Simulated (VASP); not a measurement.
# CoSn (P6/mmm) in VASP: a series of runs

CoSn is run at these levels: r2SCAN; tasks: single point.

All numbers are computed with VASP 6.6.1; they aren't measurements. Logs are shortened: lines on timing, memory, paths and dates and some standing lists are left out, and cuts for length are marked.

### 1 The cell of the first run

Symmetry: P6/mmm, No. 191, hexagonal system. The conventional cell has a = 5.244 Å, b = 5.244 Å, c = 4.183 Å, α = 90.00°, β = 90.00°, γ = 120.00°. Co (site symmetry mmm) has 6 Sn at 2.58 to 2.62 Å and 4 Co at 2.62 Å within 3.4 Å. Within 3.4 Å of Sn (site symmetry -6m2) lie 6 Co at 2.58 Å and 3 Sn at 3.03 Å. Within 3.5 Å of Sn (site symmetry 6/mmm) lie 6 Co at 2.62 Å.

### 2 Single point, r2SCAN, collinear spin

File POSCAR:

```
CoSn
1.0
    5.2437482922      0.0000000000      0.0000000000
   -2.6218741461      4.5412192321      0.0000000000
    0.0000000000      0.0000000000      4.1829415985
Co Sn
3 3
Direct
    0.0000000000      0.5000000000      0.0000000000
    0.5000000000      0.5000000000      0.0000000000
    0.5000000000      0.0000000000      0.0000000000
    0.6666666667      0.3333333333      0.5000000000
    0.3333333333      0.6666666667      0.5000000000
    0.0000000000      0.0000000000      0.0000000000
```

File INCAR.step1:

```
SYSTEM = CoSn
ALGO = Normal
EDIFF = 1E-4
ENCUT = 520
GGA = PE
ISMEAR = 0
ISPIN = 2
LASPH = .True.
LCHARG = .False.
LMAXMIX = 4
LREAL = .False.
LWAVE = .True.
MAGMOM = 0.05 0.05 0.05 0 0 0
NBANDS = 48
NELM = 150
PREC = Accurate
SIGMA = 0.05
```

File INCAR.step2:

```
SYSTEM = CoSn
ALGO = Normal
EDIFF = 1E-7
ENCUT = 520
ISIF = 2
ISMEAR = 0
ISPIN = 2
ISTART = 1
LASPH = .True.
LCHARG = .False.
LMAXMIX = 4
LMIXTAU = .True.
LORBIT = 11
LREAL = .False.
LWAVE = .False.
MAGMOM = 0.05 0.05 0.05 0 0 0
METAGGA = R2SCAN
NBANDS = 48
NELM = 150
PREC = Accurate
SIGMA = 0.05
```

File KPOINTS:

```
k-points
0
Gamma
  6 6 8
  0 0 0
```

Potentials or basis: VASP PAW PBE potentials, release 64 (Co, Sn_d).

Started as:

```
> cat potpaw_PBE.64/Co/POTCAR potpaw_PBE.64/Sn_d/POTCAR > POTCAR
> cp INCAR.step1 INCAR
> mpirun -np 1 vasp_std > vasp.out
> cp INCAR.step2 INCAR
> mpirun -np 1 vasp_std > vasp.out
```

OUTCAR:

```text
SYSTEM = CoSn
   EDIFF = 1E-7
   ENCUT = 520
   ISIF = 2
   ISMEAR = 0
   ISPIN = 2
   ISTART = 1
   LASPH = .True.
   LORBIT = 11
   LREAL = .False.
   METAGGA = R2SCAN
   NELM = 150
   PREC = Accurate

 ion  position               nearest neighbor table
   1  0.000  0.500  0.000-   4 2.58   5 2.58   4 2.58   5 2.58   2 2.62   2 2.62   6 2.62   6 2.62
                             3 2.62   3 2.62
   2  0.500  0.500  0.000-   4 2.58   5 2.58   4 2.58   5 2.58   1 2.62   1 2.62   6 2.62   3 2.62
                             3 2.62   6 2.62
   3  0.500  0.000  0.000-   4 2.58   5 2.58   4 2.58   5 2.58   6 2.62   6 2.62   1 2.62   2 2.62
                             2 2.62   1 2.62
   4  0.667  0.333  0.500-   1 2.58   1 2.58   3 2.58   3 2.58   2 2.58   2 2.58   5 3.03   5 3.03
                             5 3.03   6 3.68   6 3.68   6 3.68   6 3.68   6 3.68   6 3.68
   5  0.333  0.667  0.500-   1 2.58   1 2.58   3 2.58   3 2.58   2 2.58   2 2.58   4 3.03   4 3.03
                             4 3.03   6 3.68   6 3.68   6 3.68   6 3.68   6 3.68   6 3.68
   6  0.000  0.000  0.000-   3 2.62   3 2.62   1 2.62   1 2.62   2 2.62   2 2.62   5 3.68   4 3.68
                             5 3.68   4 3.68   4 3.68   5 3.68   5 3.68   4 3.68   5 3.68   5 3.68

  LATTYP: Found a hexagonal cell.
 ALAT       =     5.2437482922
 C/A-ratio  =     0.7977006838

  Lattice vectors:

 A1 = (   5.2437482922,   0.0000000000,   0.0000000000)
 A2 = (  -2.6218741461,   4.5412192321,   0.0000000000)
 A3 = (   0.0000000000,   0.0000000000,   4.1829415985)

Analysis of symmetry for initial positions (statically):
=====================================================================
 Subroutine PRICEL returns:
 Original cell was already a primitive cell.

 Routine SETGRP: Setting up the symmetry group for a
 hexagonal supercell.

 Subroutine GETGRP returns: Found 24 space group operations
 (whereof 24 operations were pure point group operations)
 out of a pool of 24 trial point group operations.

The static configuration has the point symmetry D_6h.

Analysis of symmetry for dynamics (positions and initial velocities):
=====================================================================
 Subroutine PRICEL returns:
 Original cell was already a primitive cell.

 Routine SETGRP: Setting up the symmetry group for a
 hexagonal supercell.

 Subroutine GETGRP returns: Found 24 space group operations
 (whereof 24 operations were pure point group operations)
 out of a pool of 24 trial point group operations.

The dynamic configuration has the point symmetry D_6h.

Analysis of structural, dynamic, and magnetic symmetry:
[... 161 lines left out ...]

 Free energy of the ion-electron system (eV)
  ---------------------------------------------------
  ext. energy  EPLUGINS =         0.00000000
  ---------------------------------------------------
  free energy    TOTEN  =      -113.66738246 eV

  energy without entropy =     -113.66432055  energy(sigma->0) =     -113.66585151

 E-fermi :  10.0473     XC(G=0): -12.9055

 val. band max:       10.0437320471   @ k =   0.3333   0.3333   0.2500
 cond. band min:      10.0529427176   @ k =   0.3333  -0.0000   0.1250
 fundamental gap:      0.0092106705
 Fermi energy:        10.0472829970

 spin component 1

 k-point     1 :       0.0000    0.0000    0.0000
  band No.  band energies     occupation
      1     -12.1570      1.00000
      2     -12.0289      1.00000
      3     -12.0289      1.00000
      4     -11.9647      1.00000
      5     -11.9647      1.00000
      6     -11.8766      1.00000
[... 1165 lines left out ...]
     45      18.8716      0.00000
     46      18.9081      0.00000

 [... further k-points ...]

 spin component 2

 k-point     1 :       0.0000    0.0000    0.0000
  band No.  band energies     occupation
      1     -12.1570      1.00000
      2     -12.0289      1.00000
      3     -12.0289      1.00000
      4     -11.9647      1.00000
      5     -11.9647      1.00000
      6     -11.8766      1.00000
[... 1165 lines left out ...]
     45      18.8716      0.00000
     46      18.9081      0.00000

 [... further k-points ...]

 [bands above 46 left out]

------------------------ aborting loop because EDIFF is reached ----------------------------------------

  FORCE on cell =-STRESS in cart. coord.  units (eV):
  Direction    XX          YY          ZZ          XY          YZ          ZX
  --------------------------------------------------------------------------------------
  -------------------------------------------------------------------------------------
  Total        0.1624913      0.1624913      0.1606036     -0.0000000      0.0000000      0.0000000
  in kB        2.6136334      2.6136334      2.5832702     -0.0000000      0.0000000      0.0000000
  external PRESSURE =       2.6035123 kB  Pullay stress =       0.0000000 kB

 VOLUME and BASIS-vectors are now :
 -----------------------------------------------------------------------------
  energy-cutoff  :      520.00
  volume of cell :       99.61
      direct lattice vectors                 reciprocal lattice vectors
     5.243748292  0.000000000  0.000000000     0.190703280  0.110102590  0.000000000
    -2.621874146  4.541219232  0.000000000     0.000000000  0.220205180  0.000000000
     0.000000000  0.000000000  4.182941599     0.000000000  0.000000000  0.239066211

 POSITION                                       TOTAL-FORCE (eV/Angst)
 -----------------------------------------------------------------------------------
     -1.31094      2.27061      0.00000         0.000000      0.000000      0.000000
      1.31094      2.27061      0.00000         0.000000      0.000000      0.000000
      2.62187      0.00000      0.00000         0.000000      0.000000      0.000000
      2.62187      1.51374      2.09147         0.000000     -0.000000      0.000000
     -0.00000      3.02748      2.09147        -0.000000      0.000000      0.000000
      0.00000      0.00000      0.00000         0.000000      0.000000      0.000000
 -----------------------------------------------------------------------------------
    total drift:                               -0.000000      0.000000     -0.000000

  FREE ENERGIE OF THE ION-ELECTRON SYSTEM (eV)
  ---------------------------------------------------
  free  energy   TOTEN  =      -113.6673824631 eV

  energy  without entropy=     -113.6643205470  energy(sigma->0) =     -113.66585151

 total charge

# of ion       s       p       d       tot
------------------------------------------
    1        0.423   0.507   7.486   8.415
    2        0.423   0.507   7.486   8.415
    3        0.423   0.507   7.486   8.415
    4        1.098   1.331  10.077  12.506
    5        1.098   1.331  10.077  12.506
    6        1.134   1.165  10.045  12.344
--------------------------------------------------
tot          4.598   5.349  52.656  62.603

 magnetization (x)

# of ion       s       p       d       tot
------------------------------------------
    1        0.000   0.000   0.000   0.000
    2        0.000   0.000   0.000   0.000
    3        0.000   0.000   0.000   0.000
    4        0.000  -0.000  -0.000  -0.000
    5        0.000  -0.000  -0.000  -0.000
    6       -0.000  -0.000  -0.000  -0.000
--------------------------------------------------
tot          0.000  -0.000   0.000   0.000
```

OUTCAR.step1:

```text
SYSTEM = CoSn
   EDIFF = 1E-4
   ENCUT = 520
   GGA = PE
   ISMEAR = 0
   ISPIN = 2
[... 2620 lines left out ...]
      2.62187      0.00000      0.00000        -0.000000     -0.000000      0.000000
      2.62187      1.51374      2.09147        -0.000000      0.000000      0.000000
     -0.00000      3.02748      2.09147         0.000000      0.000000     -0.000000
      0.00000      0.00000      0.00000        -0.000000     -0.000000      0.000000
 -----------------------------------------------------------------------------------
    total drift:                               -0.000000      0.000000     -0.000000

  FREE ENERGIE OF THE ION-ELECTRON SYSTEM (eV)
  ---------------------------------------------------
  free  energy   TOTEN  =       -33.2146000565 eV

  energy  without entropy=      -33.2114271223  energy(sigma->0) =      -33.21301359
```

OSZICAR.step1:

```text
N       E                     dE             d eps       ncg     rms          rms(c)
DAV:   1     0.707656978409E+03    0.70766E+03   -0.30532E+04  6976   0.229E+03
DAV:   2     0.794576264564E+02   -0.62820E+03   -0.59993E+03  6720   0.583E+02
DAV:   3    -0.299048812341E+02   -0.10936E+03   -0.10613E+03  7064   0.211E+02
DAV:   4    -0.355871774083E+02   -0.56823E+01   -0.56636E+01  7760   0.540E+01
DAV:   5    -0.357548197241E+02   -0.16764E+00   -0.16762E+00  9256   0.839E+00    0.148E+01
DAV:   6    -0.370057849002E+02   -0.12510E+01   -0.19722E+01  8032   0.456E+01    0.146E+01
DAV:   7    -0.334633571715E+02    0.35424E+01   -0.11886E+01  8024   0.352E+01    0.501E+00
DAV:   8    -0.332261859041E+02    0.23717E+00   -0.10882E+00  7944   0.739E+00    0.109E+00
DAV:   9    -0.332153091380E+02    0.10877E-01   -0.10969E-01  8008   0.326E+00    0.345E-01
DAV:  10    -0.332147145050E+02    0.59463E-03   -0.12704E-02  7976   0.890E-01    0.185E-01
DAV:  11    -0.332145595206E+02    0.15498E-03   -0.83016E-04  7944   0.215E-01    0.632E-02
DAV:  12    -0.332146000565E+02   -0.40536E-04   -0.11937E-04  5576   0.898E-02
   1 F= -.33214600E+02 E0= -.33213014E+02  d E =-.317293E-02  mag=    -0.0001
```

It took 26 min on 1 thread of Oxide Virtual Turin-like, shared host; peak memory 0.4 GiB.

What came out:

```
Free energy                                           : -113.6674 eV
Pressure                                              : 0.3 GPa
Net moment                                            : 0.00 μB per cell
Valence electrons inside the program's atomic spheres : Co 8.41; Sn 12.51, 12.34 (each value once)
```

Caveat: the PAW data sets were made with another functional, which shifts forces and pressure a little; spin-orbit coupling is left out, which moves the levels of the heavy elements.

### 3 Single point, r2SCAN, collinear spin (17.76 Å³/atom)

This run uses another cell than the first one, of 17.76 Å³/atom.

POSCAR, as its differences from that of step 2:

```diff
@@ -2,5 +2,5 @@
 1.0
-    5.2437482922      0.0000000000      0.0000000000
-   -2.6218741461      4.5412192321      0.0000000000
-    0.0000000000      0.0000000000      4.1829415985
+    5.3633535855      0.0000000000      0.0000000000
+   -2.6816767928      4.6448004545      0.0000000000
+    0.0000000000      0.0000000000      4.2783508228
 Co Sn
```

File INCAR.step1:

```
SYSTEM = CoSn
PREC     = Accurate       ! precision mode
ENCUT    = 520            ! plane-wave cutoff, eV
ISMEAR   = 0              ! smearing method
SIGMA    = 0.05           ! smearing width, eV
LREAL    = .FALSE.        ! projectors in reciprocal space
LASPH    = .TRUE.         ! aspherical terms in the spheres
NELM     = 150            ! most SCF steps
ISPIN    = 2              ! spin polarisation
MAGMOM   = 0.05 0.05 0.05 0 0 0 ! initial moments
LMAXMIX  = 4              ! l up to which the mixer works
NBANDS   = 48             ! bands
GGA      = PE             ! functional
ALGO     = Normal         ! electronic algorithm
EDIFF    = 1E-4           ! SCF threshold, eV
LWAVE    = .TRUE.         ! write WAVECAR
LCHARG   = .FALSE.        ! write CHGCAR
```

File INCAR.step2:

```
SYSTEM = CoSn
PREC     = Accurate       ! precision mode
ENCUT    = 520            ! plane-wave cutoff, eV
EDIFF    = 1E-7           ! SCF threshold, eV
ISMEAR   = 0              ! smearing method
SIGMA    = 0.05           ! smearing width, eV
LREAL    = .FALSE.        ! projectors in reciprocal space
LASPH    = .TRUE.         ! aspherical terms in the spheres
NELM     = 150            ! most SCF steps
ALGO     = Normal         ! electronic algorithm
ISIF     = 2              ! what is computed and relaxed
LWAVE    = .FALSE.        ! write WAVECAR
LCHARG   = .TRUE.         ! write CHGCAR
ISPIN    = 2              ! spin polarisation
MAGMOM   = 0.05 0.05 0.05 0 0 0 ! initial moments
LORBIT   = 11             ! projections on sites
LMAXMIX  = 4              ! l up to which the mixer works
METAGGA  = R2SCAN         ! meta-GGA
LMIXTAU  = .TRUE.       
LELF     = .TRUE.         ! ELF
LVHAR    = .TRUE.       
NBANDS   = 48             ! bands
ISTART   = 1
```

File KPOINTS:

```
Automatic mesh
0
G
  6 6 8
  0 0 0
```

Potentials or basis: VASP PAW PBE potentials, release 64 (Co, Sn_d).

Started as:

```
> cat potpaw_PBE.64/Co/POTCAR potpaw_PBE.64/Sn_d/POTCAR > POTCAR
> cp INCAR.step1 INCAR
> mpirun -np 1 vasp_std > vasp.out
> cp INCAR.step2 INCAR
> mpirun -np 1 vasp_std > vasp.out
```

Run time: 27 min. Hardware: 1 thread of Oxide Virtual Turin-like, shared host; peak memory 0.41 GiB.

It converged, with:

| Item | Value |
| --- | --- |
| Free energy | -113.4891 eV |
| Pressure | -8.0 GPa |
| Net moment | 0.00 μB per cell |
| Valence electrons inside the program's atomic spheres | Co 8.29; Sn 12.41, 12.27 (each value once) |

Stress tensor (GPa, compression positive):
```
-8.01  0.00  0.00
 0.00 -8.01  0.00
 0.00  0.00 -8.10
```

Levels at points of the mesh, in eV from the Fermi level:
Spin up:
```csv
k point,band 30,band 31,band 32,band 33,band 34,band 35,band 36,band 37,band 38,band 39
"(0.00, 0.00, 0.00)",-0.46,-0.44,-0.44,-0.37,-0.37,0.63,0.66,1.43,1.43,3.12
"(0.50, 0.00, 0.00)",-0.91,-0.63,-0.39,-0.37,0.82,1.01,1.74,1.80,2.52,3.34
"(0.00, 0.00, 0.50)",-0.79,-0.79,-0.50,-0.46,-0.46,-0.41,-0.41,0.07,0.66,1.22
"(0.50, 0.00, 0.50)",-1.05,-0.80,-0.67,-0.47,-0.44,-0.35,-0.16,0.53,1.30,3.99
```
Spin down:
| k point | band 31 | band 32 | band 33 | band 34 | band 35 | band 36 | band 37 | band 38 |
| --- | --- | --- | --- | --- | --- | --- | --- | --- |
| (0.00, 0.00, 0.00) | -0.44 | -0.44 | -0.37 | -0.37 | 0.63 | 0.66 | 1.43 | 1.43 |
| (0.50, 0.00, 0.00) | -0.63 | -0.39 | -0.37 | 0.82 | 1.01 | 1.74 | 1.80 | 2.52 |
| (0.00, 0.00, 0.50) | -0.79 | -0.50 | -0.46 | -0.46 | -0.41 | -0.41 | 0.07 | 0.66 |
| (0.50, 0.00, 0.50) | -0.80 | -0.67 | -0.47 | -0.44 | -0.35 | -0.16 | 0.53 | 1.30 |

Caveat: the cell stands under tension; the PAW data sets were made with another functional, which shifts forces and pressure a little; spin-orbit coupling is left out, which moves the levels of the heavy elements.

(Part 1 of 2 ends here.)
